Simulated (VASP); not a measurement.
# LiB2C2 in VASP: a series of runs, part 2 of 2

VASP 6.6.1.

## 3. Single point, PBE (strained)

Input file INCAR:

```
SYSTEM = LiB2C2
  ALGO = Normal
  EDIFF = 1E-6
  ENCUT = 520
  GGA = PE
  ISIF = 2
  ISMEAR = 0
  LASPH = .True.
  LCHARG = .False.
  LREAL = .False.
  LWAVE = .False.
  NBANDS = 16
  NELM = 60
  PREC = Accurate
  SIGMA = 0.1
```

Input file KPOINTS:

```
k-points
0
Gamma
  15 15 6
  0 0 0
```

Input file POSCAR:

```
LiB2C2
1.0
    2.7412478031      0.0000000000      0.0000000000
   -1.3706239015      2.3739902356      0.0000000000
    0.0000000000      0.0000000000      7.4013515094
Li B C
1 2 2
Direct
    0.0000000000      0.0000000000      0.5000000000
    0.3333333300      0.6666666700      0.7226026781
    0.6666666700      0.3333333300      0.2773973219
    0.3333333300      0.6666666700      0.2389889326
    0.6666666700      0.3333333300      0.7610110674
```

Potentials or basis: VASP PAW PBE potentials, release 64 (Li_sv, B, C).

On the command line:

```sh
> cat potpaw_PBE.64/Li_sv/POTCAR potpaw_PBE.64/B/POTCAR potpaw_PBE.64/C/POTCAR > POTCAR
> mpirun -np 1 vasp_std > vasp.out
```

OUTCAR:

```text
SYSTEM = LiB2C2
   EDIFF = 1E-6
   ENCUT = 520
   GGA = PE
   ISIF = 2
   ISMEAR = 0
   LASPH = .True.
   LREAL = .False.
   NELM = 60
   PREC = Accurate

 ion  position               nearest neighbor table
   1  0.000  0.000  0.500-   2 2.28   3 2.28   3 2.28   2 2.28   3 2.28   2 2.28
   2  0.333  0.667  0.723-   5 1.61   5 1.61   5 1.61   1 2.28   1 2.28   1 2.28
   3  0.667  0.333  0.277-   4 1.61   4 1.61   4 1.61   1 2.28   1 2.28   1 2.28
   4  0.333  0.667  0.239-   3 1.61   3 1.61   3 1.61
   5  0.667  0.333  0.761-   2 1.61   2 1.61   2 1.61

  LATTYP: Found a hexagonal cell.
 ALAT       =     2.7412478031
 C/A-ratio  =     2.6999935945

  Lattice vectors:

 A1 = (   2.7412478031,   0.0000000000,   0.0000000000)
 A2 = (  -1.3706239015,   2.3739902356,   0.0000000000)
 A3 = (   0.0000000000,   0.0000000000,   7.4013515094)

Analysis of symmetry for initial positions (statically):
=====================================================================
 Subroutine PRICEL returns:
 Original cell was already a primitive cell.

 Routine SETGRP: Setting up the symmetry group for a
 hexagonal supercell.

 Subroutine GETGRP returns: Found 12 space group operations
 (whereof 12 operations were pure point group operations)
 out of a pool of 24 trial point group operations.

The static configuration has the point symmetry D_3d.

Analysis of symmetry for dynamics (positions and initial velocities):
=====================================================================
 Subroutine PRICEL returns:
 Original cell was already a primitive cell.

 Routine SETGRP: Setting up the symmetry group for a
 hexagonal supercell.

 Subroutine GETGRP returns: Found 12 space group operations
 (whereof 12 operations were pure point group operations)
 out of a pool of 24 trial point group operations.

The dynamic configuration has the point symmetry D_3d.

 Subroutine INISYM returns: Found 12 space group operations
 (whereof 12 operations are pure point group operations),
 and found     1 'primitive' translations

----------------------------------------------------------------------------------------

                                     Primitive cell

  volume of cell :      48.1657

  direct lattice vectors                    reciprocal lattice vectors
     2.741247803  0.000000000  0.000000000     0.364797374  0.210615862  0.000000000
    -1.370623901  2.373990236  0.000000000     0.000000000  0.421231724  0.000000000
     0.000000000  0.000000000  7.401351509     0.000000000  0.000000000  0.135110459

  length of vectors
     2.741247803  2.741247803  7.401351509     0.421231724  0.421231724  0.135110459

  position of ions in fractional coordinates (direct lattice)
     0.000000000  0.000000000  0.500000000
     0.333333330  0.666666670  0.722602678
     0.666666670  0.333333330  0.277397322
     0.333333330  0.666666670  0.238988933
     0.666666670  0.333333330  0.761011067

  ion indices of the primitive-cell ions
   primitive index   ion index
                 1           1
                 2           2
                 3           3
[... 26 lines left out ...]

 Found    146 irreducible k-points:

 Following reciprocal coordinates:
            Coordinates               Weight
  0.000000  0.000000  0.000000      1.000000
  0.066667  0.000000  0.000000      6.000000
  0.133333  0.000000  0.000000      6.000000
  0.200000  0.000000  0.000000      6.000000
  0.266667  0.000000  0.000000      6.000000
  0.333333  0.000000  0.000000      6.000000
[... 16 lines left out ...]
  0.333333  0.200000  0.000000     12.000000
  0.400000  0.200000  0.000000      6.000000
 [... further k-points ...]
   k-points           NKPTS =    146   k-points in BZ     NKDIM =    146   number of bands    NBANDS=     16
   number of dos      NEDOS =    301   number of ions     NIONS =      5
   total plane-waves  NPLWV =  22400
   dimension x,y,z NGX =    20 NGY =   20 NGZ =   56
   dimension x,y,z NGXF=    40 NGYF=   40 NGZF=  112
   ions per type =               1   2   2
   NGX,Y,Z   is equivalent  to a cutoff of  12.13, 12.13, 12.58 a.u.
   NGXF,Y,Z  is equivalent  to a cutoff of  24.26, 24.26, 25.16 a.u.
 SYSTEM =  LiB2C2
   PREC   = accura    normal or accurate (medium, high low for compatibility)
   ISTART =      0    job   : 0-new  1-cont  2-samecut
   ICHARG =      2    charge: 1-file 2-atom 10-const
   ISPIN  =      1    spin polarized calculation?
   LNONCOLLINEAR =      F non collinear calculations
   LSORBIT =      F    spin-orbit coupling
   LASPH  =      T    aspherical Exc in radial PAW
   ENCUT  =  520.0 eV  38.22 Ry    6.18 a.u.   5.10  5.10 13.76*2*pi/ulx,y,z
   NELM   =     60;   NELMIN=  2; NELMDL= -5     # of ELM steps
   EDIFF  = 0.1E-05   stopping-criterion for ELM
   LREAL  =      F    real-space projection
   EDIFFG = 0.1E-04   stopping-criterion for IOM
   NSW    =      0    number of steps for IOM
   IBRION =     -1    ionic relax: 0-MD 1-quasi-New 2-CG
   NFREE  =      0    steps in history (QN), initial steepest desc. (CG)
   ISIF   =      2    stress and relaxation
   ISYM   =      2    0-nonsym 1-usesym 2-fastsym
   POTIM  = 0.5000    time-step for ionic-motion
   TEBEG  =    0.0;   TEEND  =   0.0 temperature during run
   PSTRESS=    0.0 pullay stress
   NELECT =      17.0000    total number of electrons
   NUPDOWN=      -1.0000    fix difference up-down
   EMIN   =  10.00;   EMAX   =-10.00  energy-range for DOS
   EFERMI =   0.00;   METHOD = LEGACY
   ISMEAR =     0;   SIGMA  =   0.10  broadening in eV -4-tet -1-fermi 0-gaus
   EFERMI_NEDOS =   21; number of points for ismear=-14 and -15
   IALGO  =     38    algorithm
   IMIX   =      4    mixing-type and parameters
     AMIX     =   0.40;   BMIX     =  1.00
     AMIX_MAG =   1.60;   BMIX_MAG =  1.00
  volume/ion in A,a.u.               =       9.63        65.01
  Fermi-wavevector in a.u.,A,eV,Ry     =   1.156942  2.186304 18.211610  1.338516
  Thomas-Fermi vector in A             =   2.293558
   LORBIT       =      0    0 simple, 1 ext, 2 COOP (PROOUT), +10 PAW based schemes
   GGA     = PE    functional components
   LHFCALC =     F    Hartree Fock is set to
   AEXX    =    0.0000 exact exchange contribution
   IVDW    =     0    specifies the selected vdW correction
   LEPSILON=     F    determine dielectric tensor
   LRPA    =     F    only Hartree local field effects (RPA)
 non-spin polarized calculation
 Gauss-broadening in eV      SIGMA  =   0.10
  energy-cutoff  :      520.00
  volume of cell :       48.17
 maximum number of plane-waves:      1312
   NGX = 11   NGY = 11   NGZ = 27

 number of electron      16.9999994 magnetization

 Free energy of the ion-electron system (eV)
  ---------------------------------------------------
  ext. energy  EPLUGINS =         0.00000000
  ---------------------------------------------------
  free energy    TOTEN  =       -32.42289676 eV

  energy without entropy =      -32.41667303  energy(sigma->0) =      -32.41978490

 E-fermi :   2.3990     XC(G=0):  -9.7956

 val. band max:        2.3954273134   @ k =   0.4000   0.0667   0.1667
 cond. band min:       2.4248407673   @ k =   0.0000   0.4667   0.3333
 fundamental gap:      0.0294134539
 Fermi energy:         2.3989803632

 k-point     1 :       0.0000    0.0000    0.0000
  band No.  band energies     occupation
      1     -42.7888      2.00000
      2     -11.3664      2.00000
      3     -11.1453      2.00000
      4      -2.8493      2.00000
      5      -1.0638      2.00000
      6       3.0170      0.00000
[... 433 lines left out ...]
      3      -7.2645      2.00000
      4      -4.4200      2.00000
      5      -4.3823      2.00000
      6      -1.7773      2.00000
[... 8 lines left out ...]
     15      13.4464      0.00000
     16      14.0418      0.00000

 [... further k-points ...]

------------------------ aborting loop because EDIFF is reached ----------------------------------------

  FORCE on cell =-STRESS in cart. coord.  units (eV):
  Direction    XX          YY          ZZ          XY          YZ          ZX
  --------------------------------------------------------------------------------------
  -------------------------------------------------------------------------------------
  Total       -2.0579211     -2.0579211     -1.6208825     -0.0000000     -0.0000000      0.0000000
  in kB      -68.4543510    -68.4543510    -53.9167704     -0.0000000     -0.0000000      0.0000000
  external PRESSURE =     -63.6084908 kB  Pullay stress =       0.0000000 kB

 VOLUME and BASIS-vectors are now :
 -----------------------------------------------------------------------------
  energy-cutoff  :      520.00
  volume of cell :       48.17
      direct lattice vectors                 reciprocal lattice vectors
     2.741247803  0.000000000  0.000000000     0.364797374  0.210615862  0.000000000
    -1.370623901  2.373990236  0.000000000     0.000000000  0.421231724  0.000000000
     0.000000000  0.000000000  7.401351509     0.000000000  0.000000000  0.135110459

 POSITION                                       TOTAL-FORCE (eV/Angst)
 -----------------------------------------------------------------------------------
      0.00000      0.00000      3.70068         0.000000      0.000000      0.000000
     -0.00000      1.58266      5.34824        -0.000000     -0.000000      4.004464
      1.37062      0.79133      2.05312         0.000000      0.000000     -4.004464
     -0.00000      1.58266      1.76884         0.000000      0.000000      3.869481
      1.37062      0.79133      5.63251        -0.000000     -0.000000     -3.869481
 -----------------------------------------------------------------------------------
    total drift:                               -0.000000      0.000000      0.000000

  FREE ENERGIE OF THE ION-ELECTRON SYSTEM (eV)
  ---------------------------------------------------
  free  energy   TOTEN  =       -32.4228967584 eV

  energy  without entropy=      -32.4166730349  energy(sigma->0) =      -32.41978490
```

OSZICAR:

```text
N       E                     dE             d eps       ncg     rms          rms(c)
DAV:   1     0.502878259278E+02    0.50288E+02   -0.75389E+03  4672   0.995E+02
DAV:   2    -0.286471255799E+02   -0.78935E+02   -0.72964E+02  6160   0.214E+02
DAV:   3    -0.345694372261E+02   -0.59223E+01   -0.58582E+01  9008   0.446E+01
DAV:   4    -0.346648799210E+02   -0.95443E-01   -0.95409E-01  6056   0.611E+00
DAV:   5    -0.346670125102E+02   -0.21326E-02   -0.21325E-02  7448   0.749E-01    0.802E+00
DAV:   6    -0.328366964122E+02    0.18303E+01   -0.14824E+00  6776   0.662E+00    0.394E+00
DAV:   7    -0.324115699154E+02    0.42513E+00   -0.97324E-01  6760   0.546E+00    0.120E+00
DAV:   8    -0.324199089304E+02   -0.83390E-02   -0.75278E-02  5376   0.153E+00    0.634E-01
DAV:   9    -0.324224705397E+02   -0.25616E-02   -0.76976E-03  6192   0.605E-01    0.105E-01
DAV:  10    -0.324225513277E+02   -0.80788E-04   -0.45551E-04  6328   0.142E-01    0.504E-02
DAV:  11    -0.324228803500E+02   -0.32902E-03   -0.34031E-04  5800   0.111E-01    0.126E-02
DAV:  12    -0.324228950207E+02   -0.14671E-04   -0.34623E-05  6488   0.371E-02    0.744E-03
DAV:  13    -0.324228969242E+02   -0.19034E-05   -0.27764E-06  6056   0.105E-02    0.235E-03
DAV:  14    -0.324228967584E+02    0.16580E-06   -0.59295E-07  5232   0.534E-03
   1 F= -.32422897E+02 E0= -.32419785E+02  d E =-.622372E-02
```

stdout:

```text
POSCAR found type information on POSCAR LiB C
 POSCAR found :  3 types and       5 ions
 scaLAPACK will be used
 LDA part: xc-table for (Slater+PW92), standard interpolation
 POSCAR, INCAR and KPOINTS ok, starting setup
 FFT: planning ... GRIDC
 FFT: planning ... GRID_SOFT
 FFT: planning ... GRID
 WAVECAR not read
 entering main loop
```

Run time: 85 s. Hardware: 1 thread of Intel Xeon Platinum 8259CL at 2.50GHz (Skylake/Cascade Lake), shared host; peak memory 0.22 GiB.

Results:

| Quantity | Value |
| --- | --- |
| Free energy | -32.4229 eV |
| Largest force | 4.004 eV/Å |
| Band gap on the k mesh | zero (an odd number of electrons rules out a gap without spin polarisation) |

Forces in eV/Å, atoms in the order of the input:
```
Li   0.000  0.000  0.000
B    0.000  0.000  4.004
B    0.000  0.000 -4.004
C    0.000  0.000  3.869
C    0.000  0.000 -3.869
```

Levels at points of the mesh, in eV from the Fermi level:
```csv
k point,band 5,band 6,band 7,band 8,band 9,band 10,band 11,band 12,band 13,band 14
"(0.00, 0.00, 0.00)",-3.46,0.62,0.62,0.68,0.68,3.66,8.45,9.33,9.33,9.69
"(0.00, 0.00, 0.50)",-4.20,0.63,0.63,0.66,0.66,5.10,6.54,9.36,9.36,9.66
```

Caveat: the cell differs from its parent crystal (strained); the cutoff is under 1.25 times the usual one of these potentials, so pressure, stress and relaxed cells hold a basis-set (Pulay) error; forces of over 1 eV/Å act on the atoms, so gaps and moduli don't describe the material at rest.

## 4. Single point, PBEsol (strained)

Input file INCAR:

```
SYSTEM = LiB2C2
ALGO = Normal
EDIFF = 1E-6
ENCUT = 520
GGA = PS
ISIF = 2
ISMEAR = 0
LASPH = .True.
LCHARG = .False.
LREAL = .False.
LWAVE = .False.
NBANDS = 16
NELM = 60
PREC = Accurate
SIGMA = 0.1
```

KPOINTS is that of step 3.

Input file POSCAR:

```
LiB2C2
1.0
    2.7827818608      0.0000000000      0.0000000000
   -1.3913909303      2.4099597846      0.0000000000
    0.0000000000      0.0000000000      7.2967161303
Li B C
1 2 2
Direct
    0.0000000000      0.0000000000      0.5000000000
    0.3333333300      0.6666666700      0.7498130000
    0.6666666700      0.3333333300      0.2501870000
    0.3333333300      0.6666666700      0.2582190000
    0.6666666700      0.3333333300      0.7417810000
```

On the command line:

```sh
> cat potpaw_PBE.64/Li_sv/POTCAR potpaw_PBE.64/B/POTCAR potpaw_PBE.64/C/POTCAR > POTCAR
> mpirun -np 1 vasp_std > vasp.out
```

Run time: 88 s. Hardware: 1 thread of Intel Xeon Platinum 8259CL at 2.50GHz (Skylake/Cascade Lake), shared host; peak memory 0.24 GiB.

The run converged. Its results:

| Property | Result |
| --- | --- |
| Free energy | -35.0652 eV |
| Largest force | 0.178 eV/Å |
| Band gap on the k mesh | zero (an odd number of electrons rules out a gap without spin polarisation) |

Forces in eV/Å, atoms in the order of the input:
```
Li   0.000  0.000  0.000
B    0.000  0.000 -0.178
B    0.000  0.000  0.178
C    0.000  0.000  0.037
C    0.000  0.000 -0.037
```

Levels at points of the mesh, in eV from the Fermi level:
```tsv
k point	band 5	band 6	band 7	band 8	band 9	band 10	band 11	band 12	band 13	band 14
(0.00, 0.00, 0.00)	-3.08	0.46	0.46	0.52	0.52	4.73	9.32	9.32	9.71	9.71
(0.00, 0.00, 0.50)	-3.99	0.47	0.47	0.50	0.50	6.84	7.17	9.36	9.36	9.66
```

Caveat: the cell differs from its parent crystal (strained); the cutoff is under 1.25 times the usual one of these potentials, so pressure, stress and relaxed cells hold a basis-set (Pulay) error; the PAW data sets were made with another functional, which shifts forces and pressure a little.

## 5. Single point, PBE (one atom moved)

Input file INCAR:

```
PREC = Accurate
ENCUT = 520
EDIFF = 1E-7
ISMEAR = 0
SIGMA = 0.1
LREAL = F
LASPH = T
NELM = 100
ALGO = Normal
ISIF = 2
LWAVE = F
LCHARG = F
GGA = PE
NBANDS = 16
```

Input file KPOINTS:

```
Automatic mesh
0
Gamma
  15 15 6
```

Input file POSCAR:

```
LiB2C2
1.0
    2.7146442891      0.0000000000      0.0000000000
   -1.3573221445      2.3509509166      0.0000000000
    0.0000000000      0.0000000000      7.1180530000
Li B C
1 2 2
Direct
    0.0000000000      0.0000000000      0.5000000000
    0.3429039254      0.6858078608      0.7498130000
    0.6666666700      0.3333333300      0.2501870000
    0.3333333300      0.6666666700      0.2582190000
    0.6666666700      0.3333333300      0.7417810000
```

On the command line:

```sh
> cat potpaw_PBE.64/Li_sv/POTCAR potpaw_PBE.64/B/POTCAR potpaw_PBE.64/C/POTCAR > POTCAR
> mpirun -np 1 vasp_std > vasp.out
```

Wall time 3.7 min (1 thread of Intel Xeon Platinum 8259CL at 2.50GHz (Skylake/Cascade Lake), shared host); peak memory 0.34 GiB.

Results (log left out):

```yaml
Free_energy: -33.7909 eV
Largest_force: 0.643 eV/Å
Band_gap_on_the_k_mesh: zero (an odd number of electrons rules out a gap without spin polarisation)
```

Forces in eV/Å, atoms in the order of the input:
```
Li   0.000  0.028  0.004
B    0.000 -0.643 -0.015
B    0.000  0.012  0.010
C    0.000 -0.014  0.010
C    0.000  0.618 -0.009
```

Levels at points of the mesh, in eV from the Fermi level:
```tsv
k point	band 6	band 7	band 8	band 9	band 10	band 11	band 12	band 13
(0.00, 0.00, 0.00)	0.18	0.55	0.56	1.01	5.05	9.42	9.93	10.07
(0.00, 0.00, 0.50)	0.18	0.55	0.56	1.01	7.33	7.60	9.44	9.95
```

Caveat: the cell differs from its parent crystal (one atom moved); the cutoff is under 1.25 times the usual one of these potentials, so pressure, stress and relaxed cells hold a basis-set (Pulay) error.

## 6. Overview

```csv
level,cell,gap on the mesh (eV),largest force (eV/Å)
PBE,"a = 2.607, b = 2.607, c = 6.942 Å, angles 90.0, 90.0, 120.0°, 5 atoms, atomic positions A",none,2.72
PBE,"a = 2.741, b = 2.741, c = 7.401 Å, angles 90.0, 90.0, 120.0°, 5 atoms, atomic positions B",none,4.00
PBEsol,"a = 2.783, b = 2.783, c = 7.297 Å, angles 90.0, 90.0, 120.0°, 5 atoms, atomic positions C",none,0.18
PBE,"a = 2.715, b = 2.715, c = 7.118 Å, angles 90.0, 90.0, 120.0°, 5 atoms, atomic positions D",none,0.64
```

Alike in all rows: task single point; potentials or basis VASP PAW PBE potentials, release 64 (Li_sv, B, C); no spin polarisation; k mesh 15 × 15 × 6; cutoff (eV) 520; smearing gaussian 0.1 eV.

Caveats: the cutoff is under 1.25 times the usual one of these potentials, so pressure, stress and relaxed cells hold a basis-set (Pulay) error; forces of over 1 eV/Å act on the atoms, so gaps and moduli don't describe the material at rest (at least some runs); the PAW data sets were made with another functional, which shifts forces and pressure a little (at least some runs).

Total energies depend on the potentials used, so only differences within one code and one set of settings carry meaning.
